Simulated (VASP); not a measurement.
**C: single point with PBE**

The system is C.

```
C
1.0
     2.40905    0.00000    0.00000
    -1.20453    2.13607    0.00000
     0.00000    0.00000    8.56531
C
4
Direct
  0.00000 0.00000 0.00250
  0.00000 0.00000 0.50250
  0.33333 0.66667 0.00250
  0.66667 0.33333 0.50250
```

This cell differs from its parent crystal: mode 4 frozen in at +0.000 Å, normal strain along x -0.0233.

```yaml
Program: VASP 6.6.1
Task: single point
Functional: PBE
Potentials_or_basis: VASP PAW PBE potentials, release 64 (C)
Cutoff: 520 eV
k_mesh: 18 × 18 × 6
Occupations: gaussian, width 0.15 eV
Spin: no spin polarisation
```

| Quantity | Value |
| --- | --- |
| Pressure | 8.5 GPa |
| Largest force | 0.286 eV/Å |
| Band gap on the k mesh | 0.22 eV, direct |

Forces on the atoms (eV/Å):
```
C    0.000  0.286  0.000
C    0.000 -0.286  0.000
C    0.000 -0.286  0.000
C    0.000  0.286  0.000
```

Stress tensor (GPa, compression positive):
```
21.37  0.00  0.00
 0.00  4.14  0.00
 0.00  0.00 -0.04
```

Levels at points of the mesh, in eV from the valence-band top:
```tsv
k point	band 4	band 5	band 6	band 7	band 8	band 9	band 10	band 11	band 12	band 13
(0.00, 0.00, 0.00)	-7.51	-2.99	-2.98	-2.86	-2.86	3.05	6.32	8.32	8.32	8.92
(0.50, 0.00, 0.00)	-13.37	-6.54	-6.54	-2.29	-2.15	1.70	1.89	7.51	7.56	10.89
(0.00, 0.50, 0.00)	-13.31	-6.14	-6.14	-2.61	-2.47	1.72	1.93	8.38	8.42	10.58
(0.00, 0.00, 0.50)	-7.75	-2.99	-2.99	-2.86	-2.86	4.30	4.30	8.32	8.32	8.92
(0.50, 0.00, 0.50)	-13.38	-6.54	-6.54	-2.22	-2.22	1.78	1.78	7.53	7.53	11.71
(0.00, 0.50, 0.50)	-13.31	-6.14	-6.14	-2.54	-2.54	1.81	1.81	8.40	8.40	11.51
```

Run time: 100 s on 1 thread of Intel(R) Xeon(R) Platinum 8559C (Emerald Rapids), on a shared host, peak memory 0.29 GiB.

Caveat: the cell differs from its parent crystal (mode 4 frozen in at +0.000 Å, normal strain along x -0.0233); this functional lacks dispersion, which binds the layers, so the pressure and a relaxed spacing across them are unreliable. A k mesh can miss the band edges.
